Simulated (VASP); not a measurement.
# Cu (I4/mmm) in VASP: further runs, part 2 of 3

VASP 6.6.1. Earlier steps stand in the parts before.

**3. Single point, LDA (11.59 Å³/atom)**

File INCAR:

```
ALGO = Fast
EDIFF = 1E-6
ENCUT = 520
GGA = CA
ISIF = 2
ISMEAR = 0
LASPH = T
LCHARG = F
LREAL = F
LWAVE = F
NBANDS = 12
NELM = 60
PREC = Accurate
SIGMA = 0.15
```

File KPOINTS:

```
k-points
0
Gamma
  24 24 24
```

File POSCAR:

```
Cu
1.0
   -1.4121383590      1.4121383590      1.4523843022
    1.4121383590     -1.4121383590      1.4523843022
    1.4121383590      1.4121383590     -1.4523843022
Cu
1
Direct
    0.0000000000      0.0000000000      0.0000000000
```

Potentials or basis: VASP PAW LDA potentials, release 64 (Cu).

On the command line:

```bash
cat potpaw_LDA.64/Cu/POTCAR > POTCAR
mpirun -np 1 vasp_std > vasp.out
```

OUTCAR:

```text
EDIFF = 1E-6
   ENCUT = 520
   GGA = CA
   ISIF = 2
   ISMEAR = 0
   LASPH = T
   LREAL = F
   NELM = 60
   PREC = Accurate

 ion  position               nearest neighbor table
   1  0.000  0.000  0.000-

  LATTYP: Found a body centered tetragonal cell.
 ALAT       =     2.8242767180
 C/A-ratio  =     1.0285000000

  Lattice vectors:

 A1 = (  -1.4121383590,   1.4121383590,   1.4523843022)
 A2 = (   1.4121383590,  -1.4121383590,   1.4523843022)
 A3 = (   1.4121383590,   1.4121383590,  -1.4523843022)

Analysis of symmetry for initial positions (statically):
=====================================================================
 Subroutine PRICEL returns:
 Original cell was already a primitive cell.

 Routine SETGRP: Setting up the symmetry group for a
 body centered tetragonal supercell.

 Subroutine GETGRP returns: Found 16 space group operations
 (whereof 16 operations were pure point group operations)
 out of a pool of 16 trial point group operations.

The static configuration has the point symmetry D_4h.

Analysis of symmetry for dynamics (positions and initial velocities):
=====================================================================
 Subroutine PRICEL returns:
 Original cell was already a primitive cell.

 Routine SETGRP: Setting up the symmetry group for a
 body centered tetragonal supercell.

 Subroutine GETGRP returns: Found 16 space group operations
 (whereof 16 operations were pure point group operations)
 out of a pool of 16 trial point group operations.

The dynamic configuration has the point symmetry D_4h.

 Subroutine INISYM returns: Found 16 space group operations
 (whereof 16 operations are pure point group operations),
 and found     1 'primitive' translations

----------------------------------------------------------------------------------------

                                     Primitive cell

  volume of cell :      11.5850

  direct lattice vectors                    reciprocal lattice vectors
    -1.412138359  1.412138359  1.452384302     0.000000000  0.354072954  0.344261501
     1.412138359 -1.412138359  1.452384302     0.354072954  0.000000000  0.344261501
     1.412138359  1.412138359 -1.452384302     0.354072954  0.354072954  0.000000000

  length of vectors
     2.469350046  2.469350046  2.469350046     0.493845763  0.493845763  0.500734773

  position of ions in fractional coordinates (direct lattice)
     0.000000000  0.000000000  0.000000000

  ion indices of the primitive-cell ions
   primitive index   ion index
                 1           1

----------------------------------------------------------------------------------------

 KPOINTS: k-points

Automatic generation of k-mesh.
 Grid dimensions read from file:
 generate k-points for:   24   24   24

 Generating k-lattice:

  Cartesian coordinates                     Fractional coordinates (reciprocal lattice)
     0.000000000  0.014753040  0.014344229     0.041666667  0.000000000 -0.000000000
     0.014753040  0.000000000  0.014344229     0.000000000  0.041666667 -0.000000000
     0.014753040  0.014753040  0.000000000     0.000000000  0.000000000  0.041666667

  Length of vectors
     0.020576907  0.020576907  0.020863949

  Shift w.r.t. Gamma in fractional coordinates (k-lattice)
     0.000000000  0.000000000  0.000000000

 Subroutine IBZKPT returns following result:
 ===========================================

 Found   1063 irreducible k-points:

 Following reciprocal coordinates:
            Coordinates               Weight
  0.000000  0.000000  0.000000      1.000000
  0.041667  0.000000 -0.000000      8.000000
  0.083333  0.000000 -0.000000      8.000000
  0.125000  0.000000 -0.000000      8.000000
  0.166667  0.000000  0.000000      8.000000
  0.208333  0.000000 -0.000000      8.000000
[... 16 lines left out ...]
  0.416667  0.041667  0.000000     16.000000
  0.458333  0.041667  0.000000     16.000000
 [... further k-points ...]
   k-points           NKPTS =   1063   k-points in BZ     NKDIM =   1063   number of bands    NBANDS=     12
   number of dos      NEDOS =    301   number of ions     NIONS =      1
   total plane-waves  NPLWV =   5832
   dimension x,y,z NGX =    18 NGY =   18 NGZ =   18
   dimension x,y,z NGXF=    36 NGYF=   36 NGZF=   36
   ions per type =               1
   NGX,Y,Z   is equivalent  to a cutoff of  12.12, 12.12, 12.12 a.u.
   NGXF,Y,Z  is equivalent  to a cutoff of  24.24, 24.24, 24.24 a.u.
 SYSTEM =  unknown system
   PREC   = accura    normal or accurate (medium, high low for compatibility)
   ISTART =      0    job   : 0-new  1-cont  2-samecut
   ICHARG =      2    charge: 1-file 2-atom 10-const
   ISPIN  =      1    spin polarized calculation?
   LNONCOLLINEAR =      F non collinear calculations
   LSORBIT =      F    spin-orbit coupling
   LASPH  =      T    aspherical Exc in radial PAW
   ENCUT  =  520.0 eV  38.22 Ry    6.18 a.u.   4.59  4.59  4.59*2*pi/ulx,y,z
   NELM   =     60;   NELMIN=  2; NELMDL= -5     # of ELM steps
   EDIFF  = 0.1E-05   stopping-criterion for ELM
   LREAL  =      F    real-space projection
   EDIFFG = 0.1E-04   stopping-criterion for IOM
   NSW    =      0    number of steps for IOM
   IBRION =     -1    ionic relax: 0-MD 1-quasi-New 2-CG
   NFREE  =      0    steps in history (QN), initial steepest desc. (CG)
   ISIF   =      2    stress and relaxation
   ISYM   =      2    0-nonsym 1-usesym 2-fastsym
   POTIM  = 0.5000    time-step for ionic-motion
   TEBEG  =    0.0;   TEEND  =   0.0 temperature during run
   PSTRESS=    0.0 pullay stress
   NELECT =      11.0000    total number of electrons
   NUPDOWN=      -1.0000    fix difference up-down
   EMIN   =  10.00;   EMAX   =-10.00  energy-range for DOS
   EFERMI =   0.00;   METHOD = LEGACY
   ISMEAR =     0;   SIGMA  =   0.15  broadening in eV -4-tet -1-fermi 0-gaus
   EFERMI_NEDOS =   21; number of points for ismear=-14 and -15
   IALGO  =     68    algorithm
   IMIX   =      4    mixing-type and parameters
     AMIX     =   0.40;   BMIX     =  1.00
     AMIX_MAG =   1.60;   BMIX_MAG =  1.00
  volume/ion in A,a.u.               =      11.59        78.18
  Fermi-wavevector in a.u.,A,eV,Ry     =   1.609065  3.040693 35.226731  2.589092
  Thomas-Fermi vector in A             =   2.704835
   LORBIT       =      0    0 simple, 1 ext, 2 COOP (PROOUT), +10 PAW based schemes
   GGA     = CA    functional components
   LHFCALC =     F    Hartree Fock is set to
   AEXX    =    0.0000 exact exchange contribution
   IVDW    =     0    specifies the selected vdW correction
   LEPSILON=     F    determine dielectric tensor
   LRPA    =     F    only Hartree local field effects (RPA)
 non-spin polarized calculation
 RMM-DIIS sequential band-by-band and
 Gauss-broadening in eV      SIGMA  =   0.15
  energy-cutoff  :      520.00
  volume of cell :       11.59
 maximum number of plane-waves:       329
   NGX =  9   NGY =  9   NGZ =  9

 number of electron      10.9999986 magnetization

 Free energy of the ion-electron system (eV)
  ---------------------------------------------------
  ext. energy  EPLUGINS =         0.00000000
  ---------------------------------------------------
  free energy    TOTEN  =        -4.65249209 eV

  energy without entropy =       -4.64803102  energy(sigma->0) =       -4.65026156

 E-fermi :   7.5786     XC(G=0): -13.2172

 val. band max:        7.5758158823   @ k =   0.1667   0.1667   0.1667
 cond. band min:       7.5787008087   @ k =  -0.3750   0.3750   0.2083
 fundamental gap:      0.0028849264
 Fermi energy:         7.5785847197

 k-point     1 :       0.0000    0.0000    0.0000
  band No.  band energies     occupation
      1      -1.9078      2.00000
      2       4.3330      2.00000
      3       4.3330      2.00000
      4       4.4419      2.00000
      5       5.3683      2.00000
      6       5.4822      2.00000
      7      32.5093      0.00000
      8      33.0638      0.00000
      9      33.0638      0.00000
     10      35.7902      0.00000
     11      36.5516      0.00000
     12      36.6452      0.00000
[... 331 lines left out ...]
 k-point    24 :       0.4583    0.0417    0.0000
  band No.  band energies     occupation
      1       2.4220      2.00000
      2       3.6903      2.00000
      3       5.3231      2.00000
      4       5.4696      2.00000
      5       5.9926      2.00000
      6       7.0790      2.00000
      7      12.0623      0.00000
      8      24.7445      0.00000
      9      25.4897      0.00000
     10      29.9555      0.00000
     11      32.8533      0.00000
     12      40.8196      0.00000

 [... further k-points ...]

------------------------ aborting loop because EDIFF is reached ----------------------------------------

  FORCE on cell =-STRESS in cart. coord.  units (eV):
  Direction    XX          YY          ZZ          XY          YZ          ZX
  --------------------------------------------------------------------------------------
  -------------------------------------------------------------------------------------
  Total       -0.6234207     -0.6234207     -0.5865051      0.0000000     -0.0000000      0.0000000
  in kB      -86.2175669    -86.2175669    -81.1122351      0.0000000     -0.0000000      0.0000000
  external PRESSURE =     -84.5157897 kB  Pullay stress =       0.0000000 kB

 VOLUME and BASIS-vectors are now :
 -----------------------------------------------------------------------------
  energy-cutoff  :      520.00
  volume of cell :       11.59
      direct lattice vectors                 reciprocal lattice vectors
    -1.412138359  1.412138359  1.452384302     0.000000000  0.354072954  0.344261501
     1.412138359 -1.412138359  1.452384302     0.354072954  0.000000000  0.344261501
     1.412138359  1.412138359 -1.452384302     0.354072954  0.354072954  0.000000000

 POSITION                                       TOTAL-FORCE (eV/Angst)
 -----------------------------------------------------------------------------------
      0.00000      0.00000      0.00000         0.000000     -0.000000      0.000000
 -----------------------------------------------------------------------------------
    total drift:                                0.000000     -0.000000      0.000000

  FREE ENERGIE OF THE ION-ELECTRON SYSTEM (eV)
  ---------------------------------------------------
  free  energy   TOTEN  =        -4.6524920876 eV

  energy  without entropy=       -4.6480310225  energy(sigma->0) =       -4.65026156
```

OSZICAR:

```text
N       E                     dE             d eps       ncg     rms          rms(c)
DAV:   1     0.416963169664E+02    0.41696E+02   -0.53858E+03 28688   0.156E+03
DAV:   2    -0.429705209694E+01   -0.45993E+02   -0.42531E+02 26340   0.207E+02
DAV:   3    -0.563179117650E+01   -0.13347E+01   -0.13281E+01 29576   0.403E+01
DAV:   4    -0.564025702066E+01   -0.84658E-02   -0.84647E-02 28780   0.284E+00
DAV:   5    -0.564034242605E+01   -0.85405E-04   -0.85404E-04 29812   0.288E-01    0.787E+00
RMM:   6    -0.502523014853E+01    0.61511E+00   -0.32660E+00 32013   0.341E+01    0.449E+00
RMM:   7    -0.466989625254E+01    0.35533E+00   -0.48696E-01 31718   0.129E+01    0.106E+00
RMM:   8    -0.465437497753E+01    0.15521E-01   -0.19132E-02 32856   0.144E+00    0.313E-01
RMM:   9    -0.465243657880E+01    0.19384E-02   -0.37784E-03 33614   0.115E+00    0.259E-02
RMM:  10    -0.465248567449E+01   -0.49096E-04   -0.63717E-04 34182   0.359E-01    0.257E-02
RMM:  11    -0.465249220320E+01   -0.65287E-05   -0.12670E-04 34988   0.110E-01    0.115E-02
RMM:  12    -0.465249187638E+01    0.32683E-06   -0.15848E-05 33079   0.457E-02    0.362E-03
RMM:  13    -0.465249208761E+01   -0.21123E-06   -0.28733E-06 25562   0.160E-02
   1 F= -.46524921E+01 E0= -.46502616E+01  d E =-.446107E-02
```

It took 63 s on 1 thread of AMD EPYC 9R45 (Zen 5), shared host; peak memory 0.21 GiB.

Results:

```
Free energy            : -4.6525 eV
Pressure               : -8.5 GPa
Band gap on the k mesh : zero (an odd number of electrons rules out a gap without spin polarisation)
```

Stress tensor (GPa, compression positive):
```
-8.62  0.00  0.00
 0.00 -8.62  0.00
 0.00  0.00 -8.11
```

Caveat: the cell stands under tension.

**4. Single point, LDA (11.59 Å³/atom)**

File INCAR:

```
SYSTEM = Cu
ALGO = Fast
EDIFF = 1E-7
ENCUT = 520
GGA = CA
ISIF = 2
ISMEAR = 0
LASPH = .TRUE.
LCHARG = .TRUE.
LELF = .TRUE.
LREAL = .FALSE.
LVHAR = .TRUE.
LWAVE = .FALSE.
NBANDS = 12
NELM = 60
PREC = Accurate
SIGMA = 0.15
```

File KPOINTS:

```
k-points
0
G
  24 24 24
  0 0 0
```

File POSCAR:

```
Cu
1.0
   -1.4408166051      1.4408166051      1.3951427187
    1.4408166051     -1.4408166051      1.3951427187
    1.4408166051      1.4408166051     -1.3951427187
Cu
1
Direct
    0.0000000000      0.0000000000      0.0000000000
```

On the command line:

```bash
cat potpaw_LDA.64/Cu/POTCAR > POTCAR
mpirun -np 1 vasp_std > vasp.out
```

Wall time 70 s (1 thread of AMD EPYC 9R45 (Zen 5), shared host); peak memory 0.21 GiB.

It converged, with:

| Property | Result |
| --- | --- |
| Free energy | -4.6524 eV |
| Pressure | -8.5 GPa |
| Band gap on the k mesh | zero (an odd number of electrons rules out a gap without spin polarisation) |

Stress tensor (GPa, compression positive):
```
-8.38  0.00  0.00
 0.00 -8.38  0.00
 0.00  0.00 -8.65
```

Levels at points of the mesh, in eV from the Fermi level:
```tsv
k point	band 2	band 3	band 4	band 5	band 6	band 7	band 8	band 9	band 10	band 11
(0.00, 0.00, 0.00)	-3.30	-3.16	-3.16	-2.22	-2.09	25.02	25.02	25.83	28.49	28.49
(0.50, 0.00, 0.00)	-4.00	-2.18	-1.99	-1.40	-0.53	4.55	17.34	17.40	21.38	24.36
(0.50, 0.50, 0.00)	-3.83	-2.29	-2.08	-1.42	-0.77	4.19	18.25	18.28	22.16	25.10
(0.50, 0.50, 0.50)	-4.75	-1.59	-1.59	-1.55	7.82	7.82	9.05	13.54	14.01	16.29
```

Caveat: the cell stands under tension.

(Continued in part 3 of 3.)
